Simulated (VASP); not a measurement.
PbF2: single point with PBE

The system is PbF2.

```
Pb F
1.0
    -0.01500    3.00036    3.00036
     2.98536    0.00000    2.98536
     3.00036    3.00036   -0.01500
Pb F
1 2
Direct
  0.00000 0.00000 0.00000
  0.25000 0.25000 0.25000
  0.75000 0.75000 0.75000
```

```
Program             : VASP 6.6.1
Task                : single point
Functional          : PBE
Potentials or basis : VASP PAW PBE potentials, release 64 (Pb_d, F)
Cutoff              : 520 eV
k mesh              : 10 × 10 × 10
Occupations         : gaussian, width 0.05 eV
Spin                : no spin polarisation
```

The pressure is -0.2 GPa and the largest force is 0.021 eV/Å. The band gap on the k mesh is 4.42 eV (least direct gap 4.56 eV).

Forces on the atoms (eV/Å):
```
Pb   0.000  0.000  0.000
F    0.000  0.021  0.000
F    0.000 -0.021  0.000
```

Stress tensor (GPa, compression positive):
```
-0.20  0.00  0.27
 0.00 -0.20  0.00
 0.27  0.00 -0.20
```

Levels at points of the mesh, in eV from the valence-band top:
```tsv
k point	band 12	band 13	band 14	band 15	band 16	band 17
(0.00, 0.00, 0.00)	-1.77	-1.75	-1.74	6.67	6.73	6.80
(0.50, 0.00, 0.00)	-1.92	-1.92	-0.02	5.00	7.53	7.60
(0.00, 0.50, 0.00)	-1.92	-1.92	0.00	5.05	7.50	7.57
(0.50, 0.50, 0.00)	-1.36	-1.35	-0.14	4.42	7.76	7.76
(0.50, 0.00, 0.50)	-1.35	-1.35	-0.14	4.42	7.71	7.82
```

Run time: 2.9 min on 1 thread of AMD EPYC 7R13 Processor (Zen 3) (shared host), peak memory 0.27 GiB.

Caveat: spin-orbit coupling is left out, which moves the levels of the heavy elements. A k mesh can miss the band edges.
